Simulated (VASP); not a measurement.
Set up this calculation in VASP 6.6.1, as the native input.

```yaml
Task: single point
Functional: PBEsol
Potentials_or_basis: VASP PAW PBE potentials, release 64 (Ba_sv, Te)
Cutoff: 520 eV
k_mesh: 6 × 6 × 6
Occupations: gaussian, width 0.01 eV
Spin: no spin polarisation
Dipole_correction: no
Further_INCAR_settings: ALGO = Normal; EDIFF = 1e-06; NBANDS = 15
```

The structure of BaTe lies in POSCAR:

```
BaTe
1.0
    0.0000000000      3.1805801044      3.1805801044
    3.1805801044      0.0000000000      3.1805801044
    3.1805801044      3.1805801044      0.0000000000
Ba Te
1 1
Direct
    0.0000000000      0.0000000000      0.0000000000
    0.5000000000      0.5000000000      0.5000000000
```

The input as run:

INCAR

```
SYSTEM = BaTe
PREC     = Accurate       ! precision mode
ENCUT    = 520            ! plane-wave cutoff, eV
EDIFF    = 1E-6           ! SCF threshold, eV
ISMEAR   = 0              ! smearing method
SIGMA    = 0.01           ! smearing width, eV
LREAL    = .FALSE.        ! projectors in reciprocal space
LASPH    = .TRUE.         ! aspherical terms in the spheres
NELM     = 80             ! most SCF steps
ALGO     = Normal         ! electronic algorithm
ISIF     = 2              ! what is computed and relaxed
LWAVE    = .FALSE.        ! write WAVECAR
LCHARG   = .FALSE.        ! write CHGCAR
GGA      = PS             ! functional
NBANDS   = 15             ! bands
```

KPOINTS

```
Automatic mesh
0
G
  6 6 6
  0 0 0
```

Potentials or basis: VASP PAW PBE potentials, release 64 (Ba_sv, Te).

The run is started by

```bash
$ cat potpaw_PBE.64/Ba_sv/POTCAR potpaw_PBE.64/Te/POTCAR > POTCAR
$ mpirun -np 1 vasp_std > vasp.out
```

Results of the run:

```json
{
 "Pressure": "15.9 GPa",
 "Band gap on the k mesh": "0.53 eV, indirect (least direct gap 0.83 eV)"
}
```

Caveat: the PAW data sets were made with another functional, which shifts forces and pressure a little; spin-orbit coupling is left out, which moves the levels of the heavy elements.

Run time: 9.7 s on 1 thread of Intel(R) Xeon(R) 6975P-C (Granite Rapids) (shared host), peak memory 0.2 GiB.
